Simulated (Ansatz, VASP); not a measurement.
GaSb3 in VASP and in Ansatz

```
Ga Sb
1.0
     0.00000    3.64667    4.04780
     3.64667    0.00000    4.04780
     3.64667    3.64667    0.00000
Ga Sb
1 3
Direct
  0.00000 0.00000 0.00000
  0.25000 0.25000 0.25000
  0.75000 0.75000 0.75000
  0.50000 0.50000 0.50000
```

Change from the starting cell: engineering shear strain xz +0.0000, normal strain along z +0.1100.

Alike in both runs: task single point; functional PBEsol; k mesh 10 × 10 × 10; occupations gaussian, width 0.15 eV; no spin polarisation.

|  | VASP | Ansatz |
| --- | --- | --- |
| version | VASP 6.6.1 | Ansatz 0.2.0 |
| potentials or method | VASP PAW PBE potentials, release 64 (Ga_d, Sb), cutoff 520 eV | scalar-relativistic, plane waves, PAW |
| valence electrons in the cell | 28 | 58 |

|  | VASP | Ansatz | Ansatz less VASP |
| --- | --- | --- | --- |
| gap on the k mesh at the Fermi level (eV) | none | none | - |
| pressure (GPa) | -4.7 | -4.7 | +0.02 |
| traceless stress, the component that is largest in VASP (GPa) | -0.70 | -0.69 | +0.005 |

VASP's potentials were made for PBE, not for PBEsol, and Ansatz warns of the same on its side. A gap of «none» marks a metal or a gap that the smearing closes. With one functional, cell and mesh, what is left measures potentials, basis and numerics. VASP's potentials hold 28 valence electrons a cell and Ansatz's 58, so a difference there can come from the potentials and not from the codes.

Spin-orbit coupling is off throughout.
